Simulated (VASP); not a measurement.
# TiC (Fm-3m) in VASP: a series of runs, part 2 of 2

VASP 6.6.1. The steps go on from the part before.

## (4) Relaxation of cell and atoms, r2SCAN+D4

Input file POSCAR:

```
TiC
1.0
    0.0000000000      2.1657188437      2.1657188437
    2.1657188437      0.0000000000      2.1657188437
    2.1657188437      2.1657188437      0.0000000000
Ti C
1 1
Direct
    0.0000000000      0.0000000000      0.0000000000
    0.5000000000      0.5000000000      0.5000000000
```

Input file INCAR.step1:

```
SYSTEM = TiC
PREC = Accurate ; ENCUT = 600
ISMEAR = -1 ; SIGMA = 0.05
LREAL = .FALSE. ; LASPH = .TRUE.
NELM = 60 ; GGA = PE
ALGO = Normal ; EDIFF = 1E-4
LWAVE = .TRUE. ; LCHARG = .FALSE.
```

Input file INCAR.step2:

```
SYSTEM = TiC
PREC = Accurate ; ENCUT = 600
EDIFF = 1E-7 ; ISMEAR = -1
SIGMA = 0.05 ; LREAL = .FALSE.
LASPH = .TRUE. ; NELM = 60
ALGO = Normal ; ISIF = 3
LWAVE = .FALSE. ; LCHARG = .FALSE.
METAGGA = R2SCAN ; LMIXTAU = .TRUE.
IVDW = 13 ; VDW_S6 = 1.0
VDW_S8 = 0.6018749 ; VDW_A1 = 0.51559235
VDW_A2 = 5.77342911 ; IBRION = 2
NSW = 60 ; EDIFFG = -0.01
ISTART = 1
```

Input file KPOINTS:

```
Automatic mesh
0
G
  11 11 11
  0 0 0
```

Launch:

```console
$ cat potpaw_PBE.64/Ti_sv/POTCAR potpaw_PBE.64/C/POTCAR > POTCAR
$ cp INCAR.step1 INCAR
$ mpirun -np 1 vasp_std > vasp.out
$ cp INCAR.step2 INCAR
$ mpirun -np 1 vasp_std > vasp.out
```

Run time: 3.1 min. Hardware: 1 thread of Intel Xeon Platinum 8259CL at 2.50GHz (Skylake/Cascade Lake), shared host; peak memory 0.16 GiB.

The run converged. Its results:

```
Free energy                            : -25.0776 eV
Relaxed volume                         : 10.10 Å³/atom
Relaxed cell                           : a = 3.057 Å, b = 3.057 Å, c = 3.057 Å, α = 60.00°, β = 60.00°, γ = 60.00°
Space group after relaxing (to 0.05 Å) : Fm-3m (No. 225)
Energy gained by relaxing              : 0.3 meV/atom
Ionic steps                            : 3
Pressure after relaxing                : 0.0 GPa
Band gap on the k mesh                 : zero (band 8 reaches 10.42 eV, above the bottom of band 9 at 9.09 eV)
Dispersion energy per atom             : -0.103 eV
```

Step by step:
| step | energy change (eV) | largest force (eV/Å) | pressure (GPa) | volume (Å³) |
| --- | --- | --- | --- | --- |
| 1 | 0.0000 | 0.0000 | -1.52 | 20.32 |
| 2 | 0.0005 | 0.0000 | 2.19 | 20.03 |
| 3 | -0.0006 | 0.0000 | 0.03 | 20.20 |

Final structure:
```
Ti C
1.0
     0.00000    2.16147    2.16147
     2.16147    0.00000    2.16147
     2.16147    2.16147    0.00000
Ti C
1 1
Direct
  0.00000 0.00000 0.00000
  0.50000 0.50000 0.50000
```

Levels at points of the mesh, in eV from the Fermi level:
```csv
k point,band 4,band 5,band 6,band 7,band 8,band 9,band 10,band 11,band 12
"(0.00, 0.00, 0.00)",-34.01,-13.31,0.79,0.79,0.79,1.59,1.59,1.59,1.65
```

Caveat: the PAW data sets were made with another functional, which shifts forces and pressure a little; pairwise dispersion overbinds metals, which lowers pressure and volume.

## (5) Single point, PBE

Input file INCAR:

```
  PREC = Accurate
  ENCUT = 520
  EDIFF = 1E-6
  ISMEAR = -1
  SIGMA = 0.05
  LREAL = False
  LASPH = True
  NELM = 80
  ALGO = Normal
  ISIF = 2
  LWAVE = False
  LCHARG = False
  GGA = PE
  NBANDS = 15
```

Input file KPOINTS:

```
regular mesh
0
Gamma
  11 11 11
```

Input file POSCAR:

```
TiC
1.0
    0.0000000000      2.1664354130      2.1664354130
    2.1664354130      0.0000000000      2.1664354130
    2.1664354130      2.1664354130      0.0000000000
Ti C
1 1
Direct
    0.0000000000      0.0000000000      0.0000000000
    0.5000000000      0.5000000000      0.5000000000
```

Potentials or basis: VASP PAW PBE potentials, release 64 (Ti_sv, C).

Launch:

```console
$ cat potpaw_PBE.64/Ti_sv/POTCAR potpaw_PBE.64/C/POTCAR > POTCAR
$ mpirun -np 1 vasp_std > vasp.out
```

OUTCAR:

```text
PREC = Accurate
   ENCUT = 520
   EDIFF = 1E-6
   ISMEAR = -1
   LREAL = False
   LASPH = True
   NELM = 80
   ISIF = 2
   GGA = PE

 ion  position               nearest neighbor table
   1  0.000  0.000  0.000-   2 2.17   2 2.17   2 2.17   2 2.17   2 2.17   2 2.17
   2  0.500  0.500  0.500-   1 2.17   1 2.17   1 2.17   1 2.17   1 2.17   1 2.17

  LATTYP: Found a face centered cubic cell.
 ALAT       =     4.3328708260

  Lattice vectors:

 A1 = (   0.0000000000,   2.1664354130,   2.1664354130)
 A2 = (   2.1664354130,   0.0000000000,   2.1664354130)
[... 608 lines left out ...]
     11      12.9660      0.00000
     12      13.7521      0.00000
     13      16.6409      0.00000
     14      21.1731      0.00000
     15      22.8787      0.00000

 [... further k-points ...]
[... 5 lines left out ...]
  --------------------------------------------------------------------------------------
  -------------------------------------------------------------------------------------
  Total        0.0264043      0.0264043      0.0264043      0.0000000      0.0000000      0.0000000
  in kB        2.0802604      2.0802604      2.0802604      0.0000000      0.0000000      0.0000000
  external PRESSURE =       2.0802604 kB  Pullay stress =       0.0000000 kB

 VOLUME and BASIS-vectors are now :
 -----------------------------------------------------------------------------
  energy-cutoff  :      520.00
  volume of cell :       20.34
      direct lattice vectors                 reciprocal lattice vectors
     0.000000000  2.166435413  2.166435413    -0.230793864  0.230793864  0.230793864
     2.166435413  0.000000000  2.166435413     0.230793864 -0.230793864  0.230793864
     2.166435413  2.166435413  0.000000000     0.230793864  0.230793864 -0.230793864

 POSITION                                       TOTAL-FORCE (eV/Angst)
 -----------------------------------------------------------------------------------
      0.00000      0.00000      0.00000        -0.000000      0.000000     -0.000000
      2.16644      2.16644      2.16644         0.000000     -0.000000      0.000000
 -----------------------------------------------------------------------------------
    total drift:                                0.000000     -0.000000     -0.000000

  FREE ENERGIE OF THE ION-ELECTRON SYSTEM (eV)
  ---------------------------------------------------
  free  energy   TOTEN  =       -18.7104017552 eV

  energy  without entropy=      -18.7080339737  energy(sigma->0) =      -18.70921786
```

stdout:

```text
POSCAR found type information on POSCAR TiC
 POSCAR found :  2 types and       2 ions
 scaLAPACK will be used
 LDA part: xc-table for (Slater+PW92), standard interpolation
 POSCAR, INCAR and KPOINTS ok, starting setup
 FFT: planning ... GRIDC
 FFT: planning ... GRID_SOFT
 FFT: planning ... GRID
 WAVECAR not read
 entering main loop
```

It took 11 s on 1 thread of AMD EPYC 9R45 (Zen 5), shared host; peak memory 0.11 GiB.

Results:

```yaml
Free_energy: -18.7104 eV
Pressure: 0.2 GPa
Band_gap_on_the_k_mesh: zero (band 8 reaches 10.09 eV, above the bottom of band 9 at 8.99 eV)
```

## (6) Single point, PBE+U

This run uses another cell than the first one, of 10.23 Å³/atom, 1.007 times its volume.

Input file INCAR:

```
PREC = Accurate
ENCUT = 520
EDIFF = 1E-6
ISMEAR = -1
SIGMA = 0.05
LREAL = False
LASPH = True
NELM = 150
ALGO = Normal
ISIF = 2
LWAVE = False
LCHARG = True
LMAXMIX = 4
LDAU = True
LDAUTYPE = 2
LDAUL = 2 -1
LDAUU = 1 0
LDAUJ = 0 0
LDAUPRINT = 1
GGA = PE
LELF = True
LVHAR = True
NBANDS = 15
```

KPOINTS is that of step 5.

Input file POSCAR:

```
TiC
1.0
    0.0000000000      2.1706526754      2.1706526754
    2.1706526754      0.0000000000      2.1706526754
    2.1706526754      2.1706526754      0.0000000000
Ti C
1 1
Direct
    0.0000000000      0.0000000000      0.0000000000
    0.5000000000      0.5000000000      0.5000000000
```

Potentials or basis: VASP PAW PBE potentials, release 64 (Ti_sv, C).

Launch:

```console
$ cat potpaw_PBE.64/Ti_sv/POTCAR potpaw_PBE.64/C/POTCAR > POTCAR
$ mpirun -np 1 vasp_std > vasp.out
```

Run time: 11 s. Hardware: 1 thread of AMD EPYC 9R45 (Zen 5), shared host; peak memory 0.11 GiB.

Results (log left out):

```
Free energy            : -17.9487 eV
Pressure               : 1.5 GPa
Band gap on the k mesh : zero (band 8 reaches 10.23 eV, above the bottom of band 9 at 9.03 eV)
```

Levels at points of the mesh, in eV from the Fermi level:
```csv
k point,band 5,band 6,band 7,band 8,band 9,band 10,band 11,band 12
"(0.00, 0.00, 0.00)",-12.51,0.71,0.71,0.71,1.56,1.56,1.56,1.60
```

Eigenvalues of the final occupation matrices:
```tsv
site	spin	trace	eigenvalues
site 1 d	1	0.97	0.14 0.14 0.14 0.28 0.28
site 1 d	2	0.97	0.14 0.14 0.14 0.28 0.28
```

Caveat: U without spin polarisation on a metal has little footing; the U is typed as a test and isn't derived for this compound.

## (7) The runs side by side

```tsv
task	level	U	cell	cutoff (eV)	gap on the mesh (eV)	pressure (GPa)	relaxed volume (Å³/atom)
relaxation of cell and atoms	BLYP+D4	-	relaxed from a = 3.063 Å, angles 60.0°, 2 atoms	600	none	0.0	10.13
single point	r2SCAN+U	Ti d U = 6.0 eV	a = 3.109 Å, angles 60.0°, 2 atoms	520	none	4.9	-
relaxation of cell and atoms	r2SCAN+D4	-	relaxed from a = 3.063 Å, angles 60.0°, 2 atoms	600	none	0.0	10.10
single point	PBE	-	a = 3.064 Å, angles 60.0°, 2 atoms	520	none	0.2	-
single point	PBE+U	Ti d U = 1.0 eV	a = 3.070 Å, angles 60.0°, 2 atoms	520	none	1.5	-
```

Alike in all rows: potentials or basis VASP PAW PBE potentials, release 64 (Ti_sv, C); no spin polarisation; k mesh 11 × 11 × 11; smearing fermi-dirac 0.05 eV.

Caveats: the PAW data sets were made with another functional, which shifts forces and pressure a little (some runs); pairwise dispersion overbinds metals, which lowers pressure and volume (some runs); U without spin polarisation on a metal has little footing (some runs); the U is typed as a test and isn't derived for this compound (some runs).

Total energies depend on the potentials used, so only differences within one code and one set of settings carry meaning.
